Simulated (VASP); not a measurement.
A run of VASP 6.6.1 is set up as follows.

INCAR

```
SYSTEM = TiC
  PREC = Accurate
  ENCUT = 520
  EDIFF = 1E-6
  ISMEAR = 0
  SIGMA = 0.15
  LREAL = .False.
  LASPH = .True.
  NELM = 100
  ALGO = Normal
  ISIF = 2
  LWAVE = .False.
  LCHARG = .False.
  GGA = PE
  NBANDS = 15
```

File KPOINTS:

```
Automatic mesh
0
Gamma
  18 18 18
  0 0 0
```

Contents of POSCAR:

```
TiC
1.0
    0.0000000000      2.1315400000      2.1964600000
    2.1315400000      0.0000000000      2.1964600000
    2.1315400000      2.1315400000      0.0000000000
Ti C
1 1
Direct
    0.0000000000      0.0000000000      0.0000000000
    0.5000000000      0.5000000000      0.5000000000
```

Potentials or basis: VASP PAW PBE potentials, release 64 (Ti_sv, C).

Command:

```console
$ cat potpaw_PBE.64/Ti_sv/POTCAR potpaw_PBE.64/C/POTCAR > POTCAR
$ mpirun -np 1 vasp_std > vasp.out
```

(1) Predict the pressure.

(2) What does it give for the band gap on the k mesh?

Results:

(1) 5.5 GPa.

(2) zero (band 8 reaches 10.40 eV, above the bottom of band 9 at 9.12 eV).

Caveat: the cell differs from its parent crystal (strain -0.015 along x and y, +0.015 along z).
